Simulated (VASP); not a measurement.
**ZrC: single point with PBE**

Crystal: ZrC.

```
Zr C
1.0
     3.31842    0.00000    0.00000
    -1.65921    2.87383    0.00000
     0.00000    0.00000    2.96791
Zr C
1 1
Direct
  0.00000 0.00000 0.00000
  0.66667 0.33333 0.50000
```

| Quantity | Value |
| --- | --- |
| Program | VASP 6.6.1 |
| Task | single point |
| Functional | PBE |
| Potentials or basis | VASP PAW PBE potentials, release 64 (Zr_sv, C) |
| Cutoff | 520 eV |
| k mesh | 12 × 12 × 12 |
| Occupations | gaussian, width 0.05 eV |
| Spin | no spin polarisation |
| Dipole correction | no |
| Further INCAR settings | ALGO = Normal; EDIFF = 1e-06; NBANDS = 15 |

| Quantity | Value |
| --- | --- |
| Pressure | -6.5 GPa |
| Band gap on the k mesh | zero (bands 8 and 9 overlap by 0.25 eV) |

Levels at points of the mesh, in eV from the Fermi level:
```tsv
k point	band 5	band 6	band 7	band 8	band 9	band 10	band 11	band 12
(0.00, 0.00, 0.00)	-10.82	-1.51	-1.51	-1.14	1.69	4.94	5.04	5.04
(0.50, 0.00, 0.00)	-8.93	-3.99	-0.77	-0.44	0.33	4.49	4.87	5.11
(0.00, 0.00, 0.50)	-8.12	-4.85	-0.52	-0.52	1.69	1.69	4.67	4.67
(0.50, 0.00, 0.50)	-8.86	-3.45	-2.17	-2.01	1.93	5.15	6.18	6.55
```

Run time: 73 s on 1 thread of Intel Xeon 8259CL (shared host), peak memory 0.19 GiB.

Caveat: the cell stands under tension.
